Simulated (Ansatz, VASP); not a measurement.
## Two plane-wave programs on Te2Mo

```
Mo Te
1.0
     3.54213    0.00000    0.00000
    -1.77107    3.06758    0.00000
     0.00000    0.00000   14.17665
Mo Te
2 4
Direct
  0.33333 0.66667 0.25000
  0.66667 0.33333 0.75000
  0.66667 0.33333 0.37658
  0.66667 0.33333 0.12342
  0.33333 0.66667 0.87658
  0.33333 0.66667 0.62342
```

Alike in both runs: task single point; functional PBE; k mesh 12 × 12 × 2; occupations fermi-dirac, width 0.02 eV; no spin polarisation.

|  | VASP | Ansatz |
| --- | --- | --- |
| version | VASP 6.6.1 | Ansatz 0.2.0 |
| potentials or method | VASP PAW PBE potentials, release 64 (Mo_sv, Te) | plane waves, PAW |
| plane-wave cutoff (eV) | 520 | 420 |
| valence electrons in the cell | 52 | 92 |

|  | VASP | Ansatz | Ansatz less VASP |
| --- | --- | --- | --- |
| gap on the k mesh at the Fermi level (eV) | 0.82 | 0.82 | +0.005 |
| pressure (GPa) | 1.9 | 1.9 | +0.02 |
| traceless stress, the component that is largest in VASP (GPa) | 0.88 | 0.83 | -0.057 |
| rms of the force components (eV/Å) | 0.100 | 0.094 | -0.0069 |

Atom by atom the forces differ by 0.007 eV/Å (rms over components). VASP's potentials hold 52 valence electrons a cell and Ansatz's 92, so a difference there can come from the potentials and not from the codes.

Spin-orbit coupling is off throughout.
